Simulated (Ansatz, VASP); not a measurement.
BaTe: VASP beside Ansatz

INCAR

```
SYSTEM = BaTe
ALGO = Normal
EDIFF = 1E-6
ENCUT = 520
GGA = PE
ISIF = 2
ISMEAR = 0
LASPH = .True.
LCHARG = .False.
LREAL = .False.
LWAVE = .False.
NBANDS = 24
NELM = 100
PREC = Accurate
SIGMA = 0.02
```

KPOINTS

```
k-points
0
Gamma
  6 6 4
  0 0 0
```

Contents of POSCAR:

```
BaTe
1.0
    3.5332888740      3.5332888740      0.0000000000
   -3.5332888740      3.5332888740      0.0000000000
    0.0000000000      0.0000000000      7.0665777480
Ba Te
2 2
Direct
    0.0000000000      0.0000000000      0.0000000000
    0.5000000000      0.5000000000      0.5000000000
    0.5000000000      0.5000000000      0.0000000000
    0.0000000000      0.0000000000      0.5000000000
```

Input for Ansatz:

```yaml
crystal:
  lattice:
    - [3.533288874, 3.533288874, 0.0]
    - [-3.533288874, 3.533288874, 0.0]
    - [0.0, 0.0, 7.066577748]
  atoms:
    - { symbol: Ba, position: [0.0, 0.0, 0.0] }
    - { symbol: Ba, position: [0.5, 0.5, 0.5] }
    - { symbol: Te, position: [0.5, 0.5, 0.0] }
    - { symbol: Te, position: [0.0, 0.0, 0.5] }
basis:
  ecutwfc: 420
kpoints:
  mp_grid: { grid: [6, 6, 4] }
hamiltonian:
  xc: pbe
scf:
  occupations: { method: gaussian, width: 0.02 }
output:
  forces: true
  stress: true
  eigenvalues: true
```

Alike in both runs: task single point; functional PBE; k mesh 6 × 6 × 4; occupations gaussian, width 0.02 eV; no spin polarisation.

|  | VASP | Ansatz |
| --- | --- | --- |
| version | VASP 6.6.1 | Ansatz 0.2.0 |
| potentials or method | VASP PAW PBE potentials, release 64 (Ba_sv, Te), cutoff 520 eV | scalar-relativistic, plane waves, PAW |
| valence electrons in the cell | 32 | 52 |

Ansatz gave:

- gap on the k mesh at the Fermi level (eV): 1.66
- least direct gap on the mesh (eV): 1.66
- pressure (GPa): 0.0

Q: What did VASP give for the same quantities?

A: gap on the k mesh at the Fermi level (eV): 1.58; least direct gap on the mesh (eV): 1.58; pressure (GPa): 0.3.

With one functional, cell and mesh, what is left measures potentials, basis and numerics. VASP's potentials hold 32 valence electrons a cell and Ansatz's 52, so a difference there can come from the potentials and not from the codes.

Spin-orbit coupling is off throughout.
